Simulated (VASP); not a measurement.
A run of VASP 6.6.1 is set up as follows.

INCAR

```
SYSTEM = MnS
ALGO     = Normal         ! electronic algorithm
EDIFF    = 1E-7           ! SCF threshold, eV
ENCUT    = 520            ! plane-wave cutoff, eV
GGA      = PE             ! functional
ISIF     = 2              ! what is computed and relaxed
ISMEAR   = 0              ! smearing method
ISPIN    = 2              ! spin polarisation
LASPH    = .True.         ! aspherical terms in the spheres
LCHARG   = .True.         ! write CHGCAR
LDAU     = .True.         ! DFT+U
LDAUJ    = 0 0          
LDAUL    = 2 -1           ! shell
LDAUPRINT= 1            
LDAUTYPE = 2            
LDAUU    = 3.9 0          ! U, eV
LELF     = .True.         ! ELF
LMAXMIX  = 4              ! l up to which the mixer works
LORBIT   = 11             ! projections on sites
LREAL    = .False.        ! projectors in reciprocal space
LVHAR    = .True.       
LWAVE    = .False.        ! write WAVECAR
MAGMOM   = 4.9 -4.9 0 0   ! initial moments
NBANDS   = 31             ! bands
NELM     = 150            ! most SCF steps
PREC     = Accurate       ! precision mode
SIGMA    = 0.05           ! smearing width, eV
```

Contents of KPOINTS:

```
k-points
0
Gamma
  8 8 8
  0 0 0
```

The input POSCAR:

```
MnS
1.0
   -2.6218391846     -2.6218391846      5.2656070085
   -5.2656070085     -2.6218391846      2.6218391846
   -2.6218391846     -5.2656070085      2.6218391846
Mn S
2 2
Direct
    0.0000000000      0.0000000000      0.0000000000
    0.5000000000      0.5000000000      0.5000000000
    1.2499999969     -0.7500000031     -0.7500000031
    1.7500000031     -0.2499999969     -0.2499999969
```

Potentials or basis: VASP PAW PBE potentials, release 64 (Mn_pv, S).

Run with:

```sh
$ cat potpaw_PBE.64/Mn_pv/POTCAR potpaw_PBE.64/S/POTCAR > POTCAR
$ mpirun -np 1 vasp_std > vasp.out
```

Problem. What does it give for the net moment?

Solution. 0.00 μB per cell.

Problem. Estimate the pressure.

Solution. -0.5 GPa.

Problem. Predict the band gap on the k mesh.

Solution. 2.30 eV.

Problem. What does it give for the site moments?

Solution. Mn +4.53, -4.53; S +0.00 μB.

Eigenvalues of the final occupation matrices:
| site | spin | trace | eigenvalues |
| --- | --- | --- | --- |
| site 1 d | 1 | 4.70 | 0.93 0.93 0.93 0.95 0.95 |
| site 1 d | 2 | 0.21 | 0.01 0.01 0.01 0.08 0.08 |
| site 2 d | 1 | 0.21 | 0.01 0.01 0.01 0.08 0.08 |
| site 2 d | 2 | 4.70 | 0.93 0.93 0.93 0.95 0.95 |

A k mesh can miss the band edges. The state reached can hang on the start; a lower one may exist.
